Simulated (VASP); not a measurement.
A run of VASP 6.6.1:

POSCAR

```
Sr2TeS
1.0
    2.2905897371      1.3224726013      7.5460975674
   -2.2905897371      1.3224726013      7.5460975674
    0.0000000000     -2.6449452026      7.5460975674
S Te Sr
1 1 2
Direct
    1.0000000000      0.0000000000      0.0000000000
    0.5000000000      0.5000000000      0.5000000000
    0.2577830260      0.2577830260      0.2577830260
    0.7422169740      0.7422169740      0.7422169740
```

INCAR.step1

```
SYSTEM = Sr2TeS
  PREC = Accurate
  ENCUT = 520
  ISMEAR = 0
  SIGMA = 0.01
  LREAL = .FALSE.
  LASPH = .TRUE.
  NELM = 80
  NBANDS = 24
  GGA = PE
  ALGO = Normal
  EDIFF = 1E-4
  LWAVE = .TRUE.
  LCHARG = .FALSE.
```

Contents of INCAR.step2:

```
SYSTEM = Sr2TeS
  PREC = Accurate
  ENCUT = 520
  EDIFF = 1E-6
  ISMEAR = 0
  SIGMA = 0.01
  LREAL = .FALSE.
  LASPH = .TRUE.
  NELM = 80
  ALGO = Normal
  ISIF = 2
  LWAVE = .FALSE.
  LCHARG = .FALSE.
  METAGGA = R2SCAN
  LMIXTAU = .TRUE.
  NBANDS = 24
  ISTART = 1
```

The input KPOINTS:

```
regular mesh
0
G
  6 6 6
  0 0 0
```

Potentials or basis: VASP PAW PBE potentials, release 64 (S, Te, Sr_sv).

Run with:

```sh
$ cat potpaw_PBE.64/S/POTCAR potpaw_PBE.64/Te/POTCAR potpaw_PBE.64/Sr_sv/POTCAR > POTCAR
$ cp INCAR.step1 INCAR
$ mpirun -np 1 vasp_std > vasp.out
$ cp INCAR.step2 INCAR
$ mpirun -np 1 vasp_std > vasp.out
```

Hardware: 1 thread of Oxide Virtual Turin-like Processor (shared host).

Task: How long does it take, and how much memory?

Result: Run time: 22 min on 1 thread of Oxide Virtual Turin-like Processor, with other jobs on the host, peak memory 0.57 GiB. Counts: k points 32.
